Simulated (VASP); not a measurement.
# BeRe2O3 (P6/mmm) in VASP: a series of runs, part 2 of 3

VASP 6.6.1. The steps go on from the part before.

**3. Relaxation of cell and atoms, PBE**

This run uses another cell than the first one, of 9.65 Å³/atom.

The input, INCAR:

```
PREC = Accurate ; ENCUT = 600
EDIFF = 1E-6 ; ISMEAR = 0
SIGMA = 0.1 ; LREAL = False
LASPH = True ; NELM = 100
ALGO = Normal ; ISIF = 3
LWAVE = False ; LCHARG = False
GGA = PE ; IBRION = 2
NSW = 90 ; EDIFFG = -0.04
```

The input, KPOINTS:

```
Automatic mesh
0
Gamma
  6 6 6
```

The input, POSCAR:

```
BeRe2O3
1.0
    4.7883965026      0.0000000000      0.0000000000
   -2.3941982513      4.1468730146      0.0000000000
    0.0000000000      0.0000000000      2.9157402566
Be Re O
1 2 3
Direct
    0.0000000000      0.0000000000      0.0000000000
    0.3333333333      0.6666666667      0.0000000000
    0.6666666667      0.3333333333      0.0000000000
    0.5000000000      0.0000000000      0.5000000000
    0.5000000000      0.5000000000      0.5000000000
    0.0000000000      0.5000000000      0.5000000000
```

Potentials or basis: VASP PAW PBE potentials, release 64 (Be, Re, O).

Launch:

```
> cat potpaw_PBE.64/Be/POTCAR potpaw_PBE.64/Re/POTCAR potpaw_PBE.64/O/POTCAR > POTCAR
> mpirun -np 1 vasp_std > vasp.out
```

OUTCAR:

```text
PREC = Accurate
   ENCUT = 600
   EDIFF = 1E-6
   ISMEAR = 0
   LREAL = False
   LASPH = True
   NELM = 100
   ISIF = 3
   GGA = PE
   IBRION = 2
   NSW = 90
   EDIFFG = -0.04

 ion  position               nearest neighbor table
   1  0.000  0.000  0.000-   2 2.76   3 2.76   2 2.76   3 2.76   3 2.76   2 2.76
   2  0.333  0.667  0.000-   4 2.01   4 2.01   6 2.01   6 2.01   5 2.01   5 2.01   3 2.76   3 2.76
                             1 2.76   1 2.76   1 2.76   3 2.76
   3  0.667  0.333  0.000-   4 2.01   4 2.01   6 2.01   6 2.01   5 2.01   5 2.01   2 2.76   2 2.76
                             1 2.76   1 2.76   1 2.76   2 2.76
   4  0.500  0.000  0.500-   2 2.01   3 2.01   2 2.01   3 2.01
   5  0.500  0.500  0.500-   2 2.01   3 2.01   2 2.01   3 2.01
   6  0.000  0.500  0.500-   2 2.01   3 2.01   2 2.01   3 2.01

  LATTYP: Found a hexagonal cell.
 ALAT       =     4.7883965026
 C/A-ratio  =     0.6089178820

  Lattice vectors:

 A1 = (   4.7883965026,   0.0000000000,   0.0000000000)
 A2 = (  -2.3941982513,   4.1468730146,   0.0000000000)
 A3 = (   0.0000000000,   0.0000000000,   2.9157402566)

Analysis of symmetry for initial positions (statically):
=====================================================================
 Subroutine PRICEL returns:
 Original cell was already a primitive cell.

[... 182 lines left out ...]

  FORCE on cell =-STRESS in cart. coord.  units (eV):
  Direction    XX          YY          ZZ          XY          YZ          ZX
  --------------------------------------------------------------------------------------
  -------------------------------------------------------------------------------------
  Total        8.6156707      8.6156707     41.7384227     -0.0000000     -0.0000000      0.0000000
  in kB      238.4185275    238.4185274   1155.0131824     -0.0000000     -0.0000000      0.0000000
  external PRESSURE =     543.9500791 kB  Pullay stress =       0.0000000 kB
[... 27 lines left out ...]
--------------------------------------- Ionic step        2  -------------------------------------------

 number of electron      33.9999980 magnetization

 E-fermi :   3.0362     XC(G=0): -10.5364

 val. band max:        3.0186604200   @ k =   0.0000   0.0000   0.0000
 cond. band min:       3.0423864212   @ k =   0.3333   0.3333   0.3333
 fundamental gap:      0.0237260012
 Fermi energy:         3.0361825873

 k-point     1 :       0.0000    0.0000    0.0000
  band No.  band energies     occupation
      1     -15.4775      2.00000
      2     -13.9619      2.00000
      3     -13.9619      2.00000
      4      -3.7073      2.00000
      5      -2.0479      2.00000
      6      -2.0479      2.00000
[... 846 lines left out ...]
--------------------------------------- Ionic step        9  -------------------------------------------

 number of electron      34.0000013 magnetization

 Free energy of the ion-electron system (eV)
  ---------------------------------------------------
  ext. energy  EPLUGINS =         0.00000000
  ---------------------------------------------------
  free energy    TOTEN  =       -43.35898127 eV

  energy without entropy =      -43.34729756  energy(sigma->0) =      -43.35313941

 E-fermi :   6.9099     XC(G=0): -12.0772

 val. band max:        6.9029547338   @ k =   0.0000   0.0000   0.5000
 cond. band min:       6.9244022502   @ k =   0.1667   0.0000   0.1667
 fundamental gap:      0.0214475164
 Fermi energy:         6.9098808328

 k-point     1 :       0.0000    0.0000    0.0000
  band No.  band energies     occupation
      1     -14.8990      2.00000
      2     -12.2341      2.00000
      3     -12.2341      2.00000
      4      -3.7978      2.00000
      5      -1.2417      2.00000
      6      -1.2417      2.00000
[... 600 lines left out ...]
  FREE ENERGIE OF THE ION-ELECTRON SYSTEM (eV)
  ---------------------------------------------------
  free  energy   TOTEN  =       -43.3589812664 eV

  energy  without entropy=      -43.3472975550  energy(sigma->0) =      -43.35313941

 reached required accuracy - stopping structural energy minimisation
```

CONTCAR:

```text
BeRe2O3
   1.00000000000000
     4.7228042004965616    0.0000000000000000   -0.0000000000000000
    -2.3614021002482808    4.0900684146877628    0.0000000000000000
     0.0000000000000000   -0.0000000000000000    3.3343109512027684
  Be              Re              O
     1     2     3
Direct
     0.0000000000000000    0.0000000000000000    0.0000000000000000
     0.3333333332999970    0.6666666667000030    0.0000000000000000
     0.6666666667000030    0.3333333332999970    0.0000000000000000
     0.5000000000000000    0.0000000000000000    0.5000000000000000
     0.5000000000000000    0.5000000000000000    0.5000000000000000
     0.0000000000000000    0.5000000000000000    0.5000000000000000

  0.00000000E+00  0.00000000E+00  0.00000000E+00
  0.00000000E+00  0.00000000E+00  0.00000000E+00
  0.00000000E+00  0.00000000E+00  0.00000000E+00
  0.00000000E+00  0.00000000E+00  0.00000000E+00
  0.00000000E+00  0.00000000E+00  0.00000000E+00
  0.00000000E+00  0.00000000E+00  0.00000000E+00
```

Run time: 2.8 min. Hardware: 1 thread of Intel Xeon 6975P-C (Granite Rapids), shared host; peak memory 0.23 GiB.

What came out:

* Free energy: -43.3590 eV
* Relaxed volume: 10.73 Å³/atom
* Relaxed cell: a = 4.723 Å, b = 4.723 Å, c = 3.334 Å, α = 90.00°, β = 90.00°, γ = 120.00°
* Space group after relaxing (to 0.1 Å): P6/mmm (No. 191)
* Energy gained by relaxing: 471.6 meV/atom
* Ionic steps: 9
* Pressure after relaxing: 0.0 GPa
* Band gap on the k mesh: zero (bands 17 and 18 overlap by 0.94 eV)

Stress tensor (GPa, compression positive):
```
 0.08  0.00  0.00
 0.00  0.08  0.00
 0.00  0.00 -0.14
```

The path:
```
step  energy change (eV)  largest force (eV/Å)  pressure (GPa)  volume (Å³)
   1              0.0000                0.0000           54.40        57.90
   2              1.7449                0.0000          -40.38        88.41
   3             -2.4822                0.0000          -12.95        69.42
   4             -2.5082                0.0000           -9.60        68.45
   5             -2.5097                0.0000           -8.81        68.23
   6             -2.7692                0.0000           -1.13        64.38
   7             -2.8147                0.0000           -3.98        65.41
   8             -2.8075                0.0000            5.27        63.22
   9             -2.8297                0.0000            0.01        64.41
```

Final structure:
```cif
data_structure
_symmetry_space_group_name_H-M 'P 1'
_symmetry_Int_Tables_number 1
_cell_length_a 4.7228
_cell_length_b 4.7228
_cell_length_c 3.3343
_cell_angle_alpha 90.000
_cell_angle_beta 90.000
_cell_angle_gamma 120.000
_cell_volume 64.41
loop_
_atom_site_label
_atom_site_type_symbol
_atom_site_fract_x
_atom_site_fract_y
_atom_site_fract_z
_atom_site_occupancy
Be1 Be 0.00000 0.00000 0.00000 1
Re1 Re 0.33333 0.66667 0.00000 1
Re2 Re 0.66667 0.33333 0.00000 1
O1 O 0.50000 0.00000 0.50000 1
O2 O 0.50000 0.50000 0.50000 1
O3 O 0.00000 0.50000 0.50000 1
```

Caveat: spin-orbit coupling is left out, which moves the levels of the heavy elements.

**4. Single point, PBE**

The input, INCAR:

```
SYSTEM = BeRe2O3
PREC = Accurate ; ENCUT = 520
EDIFF = 1E-6 ; ISMEAR = 0
SIGMA = 0.1 ; LREAL = .FALSE.
LASPH = .TRUE. ; NELM = 80
ALGO = Normal ; ISIF = 2
LWAVE = .FALSE. ; LCHARG = .FALSE.
GGA = PE ; NBANDS = 26
```

The input, KPOINTS:

```
Automatic mesh
0
G
  12 12 12
  0 0 0
```

Edit POSCAR of step 3 so:

```diff
@@ -2,5 +2,5 @@
 1.0
-    4.7883965026      0.0000000000      0.0000000000
-   -2.3941982513      4.1468730146      0.0000000000
-    0.0000000000      0.0000000000      2.9157402566
+    4.7182612795      0.0000000000      0.0000000000
+   -2.3591306397      4.0861341298      0.0000000000
+    0.0000000000      0.0000000000      3.3262968492
 Be Re O
```

Launch:

```
> cat potpaw_PBE.64/Be/POTCAR potpaw_PBE.64/Re/POTCAR potpaw_PBE.64/O/POTCAR > POTCAR
> mpirun -np 1 vasp_std > vasp.out
```

Wall time 2.1 min (1 thread of Intel Xeon 6975P-C (Granite Rapids), shared host); peak memory 0.33 GiB.

Results (log left out):

```yaml
Free_energy: -43.3437 eV
Pressure: 1.4 GPa
Band_gap_on_the_k_mesh: zero (bands 17 and 18 overlap by 0.98 eV)
```

Stress tensor (GPa, compression positive):
```
0.90 0.00 0.00
0.00 0.90 0.00
0.00 0.00 2.55
```

Levels at points of the mesh, in eV from the Fermi level:
| k point | band 13 | band 14 | band 15 | band 16 | band 17 | band 18 | band 19 | band 20 | band 21 | band 22 |
| --- | --- | --- | --- | --- | --- | --- | --- | --- | --- | --- |
| (0.00, 0.00, 0.00) | -2.15 | -1.80 | -1.80 | -0.90 | -0.90 | -0.17 | -0.17 | -0.10 | 2.93 | 4.02 |
| (0.50, 0.00, 0.00) | -2.79 | -2.63 | -1.46 | -1.33 | -0.48 | 0.54 | 1.15 | 1.20 | 1.86 | 2.07 |
| (0.00, 0.00, 0.50) | -2.94 | -2.94 | -2.02 | 0.04 | 0.04 | 0.09 | 0.52 | 0.52 | 0.72 | 2.20 |
| (0.50, 0.00, 0.50) | -2.70 | -2.64 | -2.43 | -1.49 | -0.05 | 0.76 | 0.83 | 1.50 | 1.96 | 2.49 |

Caveat: spin-orbit coupling is left out, which moves the levels of the heavy elements.

**5. Single point, PBE, collinear spin**

This run uses another cell than the first one, of 9.65 Å³/atom.

The input, INCAR:

```
SYSTEM = BeRe2O3
PREC = Accurate
ENCUT = 520
EDIFF = 1E-6
ISMEAR = 0
SIGMA = 0.1
LREAL = .FALSE.
LASPH = .TRUE.
NELM = 150
ALGO = Normal
ISIF = 2
LWAVE = .FALSE.
LCHARG = .TRUE.
ISPIN = 2
MAGMOM = 0 1 1 0 0 0
LORBIT = 11
LMAXMIX = 4
GGA = PE
LELF = .TRUE.
LVHAR = .TRUE.
NBANDS = 30
```

The input, KPOINTS:

```
Automatic mesh
0
G
  6 6 6
  0 0 0
```

Edit POSCAR of step 4 so:

```diff
@@ -2,5 +2,5 @@
 1.0
-    4.7182612795      0.0000000000      0.0000000000
-   -2.3591306397      4.0861341298      0.0000000000
-    0.0000000000      0.0000000000      3.3262968492
+    4.7883965026      0.0000000000      0.0000000000
+   -2.3941982513      4.1468730146      0.0000000000
+    0.0000000000      0.0000000000      2.9157402566
 Be Re O
```

Potentials or basis: VASP PAW PBE potentials, release 64 (Be, Re, O).

Launch:

```
> cat potpaw_PBE.64/Be/POTCAR potpaw_PBE.64/Re/POTCAR potpaw_PBE.64/O/POTCAR > POTCAR
> mpirun -np 1 vasp_std > vasp.out
```

OUTCAR:

```text
SYSTEM = BeRe2O3
   PREC = Accurate
   ENCUT = 520
   EDIFF = 1E-6
   ISMEAR = 0
   LREAL = .FALSE.
   LASPH = .TRUE.
   NELM = 150
   ISIF = 2
   ISPIN = 2
   LORBIT = 11
   GGA = PE

 ion  position               nearest neighbor table
   1  0.000  0.000  0.000-   2 2.76   3 2.76   2 2.76   3 2.76   3 2.76   2 2.76
   2  0.333  0.667  0.000-   4 2.01   4 2.01   6 2.01   6 2.01   5 2.01   5 2.01   3 2.76   3 2.76
                             1 2.76   1 2.76   1 2.76   3 2.76
   3  0.667  0.333  0.000-   4 2.01   4 2.01   6 2.01   6 2.01   5 2.01   5 2.01   2 2.76   2 2.76
                             1 2.76   1 2.76   1 2.76   2 2.76
   4  0.500  0.000  0.500-   2 2.01   3 2.01   2 2.01   3 2.01
   5  0.500  0.500  0.500-   2 2.01   3 2.01   2 2.01   3 2.01
   6  0.000  0.500  0.500-   2 2.01   3 2.01   2 2.01   3 2.01

[... 1783 lines left out ...]
      0.00000      0.00000      0.00000        -0.000000      0.000000     -0.000000
     -0.00000      2.76458      0.00000        -0.000000      0.000000      0.000000
      2.39420      1.38229      0.00000         0.000000     -0.000000     -0.000000
      2.39420      0.00000      1.45787        -0.000000      0.000000     -0.000000
      1.19710      2.07344      1.45787        -0.000000      0.000000     -0.000000
     -1.19710      2.07344      1.45787        -0.000000      0.000000     -0.000000
 -----------------------------------------------------------------------------------
    total drift:                                0.000000      0.000000      0.000000

  FREE ENERGIE OF THE ION-ELECTRON SYSTEM (eV)
  ---------------------------------------------------
  free  energy   TOTEN  =       -40.5176381509 eV

  energy  without entropy=      -40.4947847934  energy(sigma->0) =      -40.50621147

 total charge

# of ion       s       p       d       tot
------------------------------------------
    1        0.465   0.373   0.000   0.838
    2        0.527   0.717   4.968   6.212
    3        0.527   0.717   4.968   6.212
    4        1.580   3.564   0.000   5.145
    5        1.580   3.564   0.000   5.145
    6        1.580   3.564   0.000   5.145
--------------------------------------------------
tot          6.260  12.499   9.936  28.695

 magnetization (x)

# of ion       s       p       d       tot
------------------------------------------
    1        0.001   0.001   0.000   0.002
    2       -0.000  -0.000  -0.001  -0.001
    3       -0.000  -0.000  -0.001  -0.001
    4        0.000  -0.000   0.000  -0.000
    5        0.000  -0.000   0.000  -0.000
    6        0.000  -0.000   0.000  -0.000
--------------------------------------------------
tot          0.001   0.001  -0.002   0.000
```

OSZICAR:

```text
N       E                     dE             d eps       ncg     rms          rms(c)
DAV:   1     0.161395156048E+03    0.16140E+03   -0.17574E+04  6696   0.133E+03
DAV:   2    -0.384084235842E+02   -0.19980E+03   -0.18236E+03  6112   0.404E+02
DAV:   3    -0.478844427693E+02   -0.94760E+01   -0.93788E+01  5764   0.887E+01
DAV:   4    -0.480247652129E+02   -0.14032E+00   -0.14015E+00  5650   0.118E+01
DAV:   5    -0.480284441475E+02   -0.36789E-02   -0.36783E-02  5472   0.287E+00    0.723E+01
DAV:   6    -0.419691706405E+02    0.60593E+01   -0.27938E+01  6088   0.924E+01    0.260E+01
DAV:   7    -0.409281499624E+02    0.10410E+01   -0.82572E+00  6250   0.526E+01    0.243E+01
DAV:   8    -0.405152628108E+02    0.41289E+00   -0.50814E-01  6156   0.175E+01    0.747E-01
DAV:   9    -0.405178855601E+02   -0.26227E-02   -0.42454E-02  5480   0.152E+00    0.353E-01
DAV:  10    -0.405175869053E+02    0.29865E-03   -0.75737E-04  5688   0.469E-01    0.167E-01
DAV:  11    -0.405176180791E+02   -0.31174E-04   -0.21160E-04  5692   0.157E-01    0.103E-01
DAV:  12    -0.405176394309E+02   -0.21352E-04   -0.18577E-05  5432   0.582E-02    0.389E-02
DAV:  13    -0.405176389014E+02    0.52950E-06   -0.30647E-05  5634   0.846E-02    0.138E-02
DAV:  14    -0.405176381509E+02    0.75047E-06   -0.20746E-06  3194   0.332E-02
   1 F= -.40517638E+02 E0= -.40506211E+02  d E =-.228534E-01  mag=     0.0033
```

stdout:

```text
POSCAR found type information on POSCAR BeReO
 POSCAR found :  3 types and       6 ions
 scaLAPACK will be used
 LDA part: xc-table for (Slater+PW92), standard interpolation
 POSCAR, INCAR and KPOINTS ok, starting setup
 FFT: planning ... GRIDC
 FFT: planning ... GRID_SOFT
 FFT: planning ... GRID
 WAVECAR not read
 entering main loop
```

It took 50 s on 1 thread of Intel Xeon 6975P-C (Granite Rapids), shared host; peak memory 0.24 GiB.

Results:

```yaml
Free_energy: -40.5176 eV
Pressure: 54.5 GPa
Band_gap_on_the_k_mesh: zero (filled and empty bands overlap)
Net_moment: 0.00 μB per cell
Valence_electrons_inside_the_program's_atomic_spheres: Be 0.84; Re 6.21; O 5.14
```

Caveat: the stress differs along the axes, from 24 to 116 GPa; spin-orbit coupling is left out, which moves the levels of the heavy elements.

(Part 2 of 3 ends here.)

The gap in the log of VASP goes by the Fermi energy; the results here count the filled bands.